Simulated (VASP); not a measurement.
# MgSe (Fm-3m) in VASP: a series of runs

The runs below take MgSe through single point, with PBE.

Everything below comes from runs of VASP 6.6.1. Logs are shortened: lines on timing, memory, paths and dates and some standing lists are left out, and cuts for length are marked.

**1. The cell of the first run**

Symmetry: Fm-3m, No. 225, cubic system. The conventional cell has a = 5.451 Å, b = 5.451 Å, c = 5.451 Å, α = 90.00°, β = 90.00°, γ = 90.00°. Within 3.6 Å of Mg (site symmetry m-3m) lie 6 Se at 2.73 Å. Within 3.6 Å of Se (site symmetry m-3m) lie 6 Mg at 2.73 Å.

**2. Single point, PBE**

INCAR reads:

```
SYSTEM = MgSe
PREC = Accurate
ENCUT = 600
EDIFF = 1E-6
ISMEAR = 0
SIGMA = 0.05
LREAL = .False.
LASPH = .True.
NELM = 120
ALGO = Normal
ISIF = 2
LWAVE = .False.
LCHARG = .False.
GGA = PE
NBANDS = 11
GGA_COMPAT = .False.
```

KPOINTS reads:

```
regular mesh
0
Gamma
  4 4 4
  0 0 0
```

POSCAR reads:

```
MgSe
1.0
    0.0000000000      2.7254991651      2.7254991651
    2.7254991651      0.0000000000      2.7254991651
    2.7254991651      2.7254991651      0.0000000000
Mg Se
1 1
Direct
    0.0000000000      0.0000000000      0.0000000000
    0.5000000000      0.5000000000      0.5000000000
```

Potentials or basis: VASP PAW PBE potentials, release 64 (Mg, Se).

On the command line:

```sh
$ cat potpaw_PBE.64/Mg/POTCAR potpaw_PBE.64/Se/POTCAR > POTCAR
$ mpirun -np 1 vasp_std > vasp.out
```

OUTCAR:

```text
SYSTEM = MgSe
   PREC = Accurate
   ENCUT = 600
   EDIFF = 1E-6
   ISMEAR = 0
   LREAL = .False.
   LASPH = .True.
   NELM = 120
   ISIF = 2
   GGA = PE

 ion  position               nearest neighbor table
   1  0.000  0.000  0.000-   2 2.73   2 2.73   2 2.73   2 2.73   2 2.73   2 2.73
   2  0.500  0.500  0.500-   1 2.73   1 2.73   1 2.73   1 2.73   1 2.73   1 2.73

  LATTYP: Found a face centered cubic cell.
 ALAT       =     5.4509983302

  Lattice vectors:

 A1 = (   0.0000000000,   2.7254991651,   2.7254991651)
 A2 = (   2.7254991651,   0.0000000000,   2.7254991651)
 A3 = (   2.7254991651,   2.7254991651,   0.0000000000)

Analysis of symmetry for initial positions (statically):
=====================================================================
 Subroutine PRICEL returns:
 Original cell was already a primitive cell.

 Routine SETGRP: Setting up the symmetry group for a
 face centered cubic supercell.

 Subroutine GETGRP returns: Found 48 space group operations
 (whereof 48 operations were pure point group operations)
 out of a pool of 48 trial point group operations.

The static configuration has the point symmetry O_h .

Analysis of symmetry for dynamics (positions and initial velocities):
=====================================================================
 Subroutine PRICEL returns:
 Original cell was already a primitive cell.

 Routine SETGRP: Setting up the symmetry group for a
 face centered cubic supercell.

 Subroutine GETGRP returns: Found 48 space group operations
 (whereof 48 operations were pure point group operations)
 out of a pool of 48 trial point group operations.

The dynamic configuration has the point symmetry O_h .

 Subroutine INISYM returns: Found 48 space group operations
 (whereof 48 operations are pure point group operations),
 and found     1 'primitive' translations

----------------------------------------------------------------------------------------

                                     Primitive cell

  volume of cell :      40.4919

  direct lattice vectors                    reciprocal lattice vectors
     0.000000000  2.725499165  2.725499165    -0.183452634  0.183452634  0.183452634
     2.725499165  0.000000000  2.725499165     0.183452634 -0.183452634  0.183452634
     2.725499165  2.725499165  0.000000000     0.183452634  0.183452634 -0.183452634

  length of vectors
     3.854437884  3.854437884  3.854437884     0.317749282  0.317749282  0.317749282

  position of ions in fractional coordinates (direct lattice)
     0.000000000  0.000000000  0.000000000
     0.500000000  0.500000000  0.500000000

  ion indices of the primitive-cell ions
   primitive index   ion index
                 1           1
                 2           2

----------------------------------------------------------------------------------------

 KPOINTS: regular mesh

Automatic generation of k-mesh.
 Grid dimensions read from file:
 generate k-points for:    4    4    4

 Generating k-lattice:

  Cartesian coordinates                     Fractional coordinates (reciprocal lattice)
    -0.045863158  0.045863158  0.045863158     0.250000000  0.000000000  0.000000000
     0.045863158 -0.045863158  0.045863158     0.000000000  0.250000000  0.000000000
     0.045863158  0.045863158 -0.045863158     0.000000000  0.000000000  0.250000000

  Length of vectors
     0.079437321  0.079437321  0.079437321

  Shift w.r.t. Gamma in fractional coordinates (k-lattice)
     0.000000000  0.000000000  0.000000000

 Subroutine IBZKPT returns following result:
 ===========================================

 Found      8 irreducible k-points:

 Following reciprocal coordinates:
            Coordinates               Weight
  0.000000  0.000000  0.000000      1.000000
  0.250000  0.000000  0.000000      8.000000
  0.500000  0.000000  0.000000      4.000000
  0.250000  0.250000  0.000000      6.000000
  0.500000  0.250000  0.000000     24.000000
 -0.250000  0.250000  0.000000     12.000000
  0.500000  0.500000  0.000000      3.000000
 -0.250000  0.500000  0.250000      6.000000
   k-points           NKPTS =      8   k-points in BZ     NKDIM =      8   number of bands    NBANDS=     11
   number of dos      NEDOS =    301   number of ions     NIONS =      2
   total plane-waves  NPLWV =  32768
   dimension x,y,z NGX =    32 NGY =   32 NGZ =   32
   dimension x,y,z NGXF=    64 NGYF=   64 NGZF=   64
   ions per type =               1   1
   NGX,Y,Z   is equivalent  to a cutoff of  13.80, 13.80, 13.80 a.u.
   NGXF,Y,Z  is equivalent  to a cutoff of  27.60, 27.60, 27.60 a.u.
 SYSTEM =  MgSe
   PREC   = accura    normal or accurate (medium, high low for compatibility)
   ISTART =      0    job   : 0-new  1-cont  2-samecut
   ICHARG =      2    charge: 1-file 2-atom 10-const
   ISPIN  =      1    spin polarized calculation?
   LNONCOLLINEAR =      F non collinear calculations
   LSORBIT =      F    spin-orbit coupling
   LASPH  =      T    aspherical Exc in radial PAW
   ENCUT  =  600.0 eV  44.10 Ry    6.64 a.u.   7.70  7.70  7.70*2*pi/ulx,y,z
   NELM   =    120;   NELMIN=  2; NELMDL= -5     # of ELM steps
   EDIFF  = 0.1E-05   stopping-criterion for ELM
   LREAL  =      F    real-space projection
[... 7 lines left out ...]
   TEBEG  =    0.0;   TEEND  =   0.0 temperature during run
   PSTRESS=    0.0 pullay stress
   NELECT =       8.0000    total number of electrons
   NUPDOWN=      -1.0000    fix difference up-down
   EMIN   =  10.00;   EMAX   =-10.00  energy-range for DOS
   EFERMI =   0.00;   METHOD = LEGACY
   ISMEAR =     0;   SIGMA  =   0.05  broadening in eV -4-tet -1-fermi 0-gaus
   EFERMI_NEDOS =   21; number of points for ismear=-14 and -15
   IALGO  =     38    algorithm
   IMIX   =      4    mixing-type and parameters
     AMIX     =   0.40;   BMIX     =  1.00
     AMIX_MAG =   1.60;   BMIX_MAG =  1.00
  volume/ion in A,a.u.               =      20.25       136.63
  Fermi-wavevector in a.u.,A,eV,Ry     =   0.953488  1.801832 12.369604  0.909140
  Thomas-Fermi vector in A             =   2.082148
   LORBIT       =      0    0 simple, 1 ext, 2 COOP (PROOUT), +10 PAW based schemes
   GGA     = PE    functional components
   LHFCALC =     F    Hartree Fock is set to
   AEXX    =    0.0000 exact exchange contribution
   IVDW    =     0    specifies the selected vdW correction
   LEPSILON=     F    determine dielectric tensor
   LRPA    =     F    only Hartree local field effects (RPA)
 non-spin polarized calculation
 Gauss-broadening in eV      SIGMA  =   0.05
  energy-cutoff  :      600.00
  volume of cell :       40.49
 maximum number of plane-waves:      1363
 NGX is ok and might be reduce to    32
   NGX = 15   NGY = 15   NGZ = 15

 number of electron       8.0000000 magnetization

 Free energy of the ion-electron system (eV)
  ---------------------------------------------------
  ext. energy  EPLUGINS =         0.00000000
  ---------------------------------------------------
  free energy    TOTEN  =        -7.41289234 eV

  energy without entropy =       -7.41289234  energy(sigma->0) =       -7.41289234

 E-fermi :   3.4802     XC(G=0):  -9.4787

 val. band max:        3.2628270411   @ k =   0.0000   0.0000   0.0000
 cond. band min:       5.0321148095   @ k =   0.5000   0.5000   0.0000
 fundamental gap:      1.7692877684
 Fermi energy:         3.4801734034

 k-point     1 :       0.0000    0.0000    0.0000
  band No.  band energies     occupation
      1      -9.6787      2.00000
      2       3.2628      2.00000
      3       3.2628      2.00000
      4       3.2628      2.00000
      5       5.8456      0.00000
      6      10.6508      0.00000
      7      10.6508      0.00000
      8      10.6508      0.00000
      9      13.2091      0.00000
     10      13.2091      0.00000
     11      14.2219      0.00000

 k-point     2 :       0.2500    0.0000    0.0000
  band No.  band energies     occupation
      1      -9.1873      2.00000
      2       0.2364      2.00000
      3       2.9421      2.00000
      4       2.9421      2.00000
      5       7.3702      0.00000
      6      10.3064      0.00000
      7      10.3064      0.00000
      8      11.0215      0.00000
      9      12.8200      0.00000
     10      12.8200      0.00000
     11      13.2365      0.00000

 k-point     3 :       0.5000    0.0000    0.0000
  band No.  band energies     occupation
      1      -8.5509      2.00000
      2      -1.7053      2.00000
      3       2.6782      2.00000
      4       2.6782      2.00000
      5       7.0715      0.00000
      6       9.3321      0.00000
      7       9.3321      0.00000
      8      11.8612      0.00000
      9      14.7027      0.00000
     10      17.1260      0.00000
     11      17.1260      0.00000

 k-point     4 :       0.2500    0.2500    0.0000
  band No.  band energies     occupation
      1      -9.0324      2.00000
      2       0.5135      2.00000
      3       2.2166      2.00000
      4       2.2166      2.00000
      5       7.2935      0.00000
      6       8.3520      0.00000
      7      10.6823      0.00000
      8      12.8451      0.00000
      9      12.8451      0.00000
     10      14.2100      0.00000
     11      16.6403      0.00000

 k-point     5 :       0.5000    0.2500    0.0000
  band No.  band energies     occupation
      1      -8.4043      2.00000
      2      -0.9250      2.00000
      3       0.9435      2.00000
      4       1.9875      2.00000
      5       6.7637      0.00000
      6       9.5462      0.00000
      7      11.3801      0.00000
      8      11.4726      0.00000
      9      14.8086      0.00000
     10      17.0365      0.00000
     11      17.3941      0.00000

 k-point     6 :      -0.2500    0.2500    0.0000
  band No.  band energies     occupation
      1      -8.6078      2.00000
      2      -0.6282      2.00000
      3       0.8261      2.00000
      4       2.6292      2.00000
      5       8.0427      0.00000
      6      10.0716      0.00000
      7      10.3207      0.00000
      8      10.8180      0.00000
      9      13.0804      0.00000
     10      16.0033      0.00000
     11      16.4584      0.00000

 k-point     7 :       0.5000    0.5000    0.0000
  band No.  band energies     occupation
      1      -8.2267      2.00000
      2      -1.0169      2.00000
      3       1.4685      2.00000
      4       1.4685      2.00000
      5       5.0321      0.00000
      6       7.2003      0.00000
      7      15.0122      0.00000
      8      15.4285      0.00000
      9      15.4285      0.00000
     10      15.8674      0.00000
     11      19.1494      0.00000

 k-point     8 :      -0.2500    0.5000    0.2500
  band No.  band energies     occupation
      1      -8.1914      2.00000
      2      -0.0693      2.00000
      3      -0.0693      2.00000
      4       0.6947      2.00000
      5       7.7810      0.00000
      6      10.2155      0.00000
      7      10.8191      0.00000
      8      10.8191      0.00000
      9      16.3641      0.00000
     10      16.3641      0.00000
     11      18.0252      0.00000

------------------------ aborting loop because EDIFF is reached ----------------------------------------

  FORCE on cell =-STRESS in cart. coord.  units (eV):
  Direction    XX          YY          ZZ          XY          YZ          ZX
  --------------------------------------------------------------------------------------
  -------------------------------------------------------------------------------------
  Total        0.5904537      0.5904537      0.5904537     -0.0000000     -0.0000000      0.0000000
  in kB       23.3629831     23.3629831     23.3629831     -0.0000000     -0.0000000      0.0000000
  external PRESSURE =      23.3629831 kB  Pullay stress =       0.0000000 kB

 VOLUME and BASIS-vectors are now :
 -----------------------------------------------------------------------------
  energy-cutoff  :      600.00
  volume of cell :       40.49
      direct lattice vectors                 reciprocal lattice vectors
     0.000000000  2.725499165  2.725499165    -0.183452634  0.183452634  0.183452634
     2.725499165  0.000000000  2.725499165     0.183452634 -0.183452634  0.183452634
     2.725499165  2.725499165  0.000000000     0.183452634  0.183452634 -0.183452634

 POSITION                                       TOTAL-FORCE (eV/Angst)
 -----------------------------------------------------------------------------------
      0.00000      0.00000      0.00000        -0.000000     -0.000000      0.000000
      2.72550      2.72550      2.72550         0.000000      0.000000     -0.000000
 -----------------------------------------------------------------------------------
    total drift:                               -0.000000     -0.000000      0.000000

  FREE ENERGIE OF THE ION-ELECTRON SYSTEM (eV)
  ---------------------------------------------------
  free  energy   TOTEN  =        -7.4128923431 eV

  energy  without entropy=       -7.4128923431  energy(sigma->0) =       -7.41289234
```

Run time: 4.2 s. Hardware: 1 thread of Intel Xeon 6975P-C (Granite Rapids), shared host; peak memory 0.16 GiB.

Results:

```
Free energy            : -7.4129 eV
Pressure               : 2.3 GPa
Band gap on the k mesh : 1.77 eV, indirect (least direct gap 2.58 eV)
```

Levels at points of the mesh, in eV from the valence-band top:
```
           k point  band 2  band 3  band 4  band 5  band 6  band 7
(0.00, 0.00, 0.00)    0.00    0.00    0.00    2.58    7.39    7.39
(0.50, 0.00, 0.00)   -4.97   -0.58   -0.58    3.81    6.07    6.07
(0.50, 0.50, 0.00)   -4.28   -1.79   -1.79    1.77    3.94   11.75
```

Caveat: the k points lie up to 0.50 Å⁻¹ apart. A k mesh can miss the band edges.

**3. Single point, PBE**

INCAR reads:

```
SYSTEM = MgSe
PREC = Accurate
ENCUT = 600
EDIFF = 1E-6
ISMEAR = 0
SIGMA = 0.05
LREAL = .FALSE.
LASPH = .TRUE.
NELM = 120
ALGO = Normal
ISIF = 2
LWAVE = .FALSE.
LCHARG = .FALSE.
GGA = PE
NBANDS = 11
GGA_COMPAT = .FALSE.
```

KPOINTS reads:

```
regular mesh
0
G
  8 8 8
  0 0 0
```

POSCAR is that of step 2.

Potentials or basis: VASP PAW PBE potentials, release 64 (Mg, Se).

On the command line:

```sh
$ cat potpaw_PBE.64/Mg/POTCAR potpaw_PBE.64/Se/POTCAR > POTCAR
$ mpirun -np 1 vasp_std > vasp.out
```

Wall time 6.8 s (1 thread of Intel Xeon 6975P-C (Granite Rapids), shared host); peak memory 0.17 GiB.

It converged, with:

```yaml
Free_energy: -7.4835 eV
Pressure: 1.9 GPa
Band_gap_on_the_k_mesh: 1.80 eV, indirect (least direct gap 2.60 eV)
```

Levels at points of the mesh, in eV from the valence-band top:
| k point | band 1 | band 2 | band 3 | band 4 | band 5 | band 6 | band 7 | band 8 | band 9 |
| --- | --- | --- | --- | --- | --- | --- | --- | --- | --- |
| (0.00, 0.00, 0.00) | -12.94 | 0.00 | 0.00 | 0.00 | 2.60 | 7.41 | 7.41 | 7.41 | 9.97 |
| (0.50, 0.00, 0.00) | -11.82 | -4.95 | -0.58 | -0.58 | 3.83 | 6.10 | 6.10 | 8.63 | 11.45 |
| (0.50, 0.50, 0.00) | -11.50 | -4.27 | -1.79 | -1.79 | 1.80 | 3.96 | 11.75 | 12.19 | 12.19 |
